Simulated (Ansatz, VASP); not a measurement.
TaTl in VASP and in Ansatz

```
Ta Tl
1.0
     3.62212    0.00000    0.00000
     0.00000    3.62212    0.00000
     0.00000    0.00000    3.62212
Ta Tl
1 1
Cartesian
  0.0000 0.0000 0.0000
  1.8111 1.8111 1.8111
```

Alike in both runs: functional RPBE; k mesh 7 × 7 × 7; occupations fermi-dirac, width 0.05 eV; no spin polarisation.

|  | VASP | Ansatz |
| --- | --- | --- |
| version | VASP 6.6.1 | Ansatz 0.2.0 |
| potentials or method | VASP PAW PBE potentials, release 64 (Ta_pv, Tl_d) | Ansatz PAW |
| plane-wave cutoff (eV) | 520 | 420 |
| valence electrons in the cell | 24 | 26 |
| task | single point | band structure |

|  | VASP | Ansatz | Ansatz less VASP |
| --- | --- | --- | --- |
| gap on the k mesh at the Fermi level (eV) | none | none | - |
| pressure (GPa) | -11.3 | -11.3 | +0.01 |

VASP's potentials were made for PBE, not for RPBE. A gap of «none» marks a metal or a gap that the smearing closes. VASP's potentials hold 24 valence electrons a cell and Ansatz's 26, so a difference there can come from the potentials and not from the codes.

Spin-orbit coupling is off throughout.
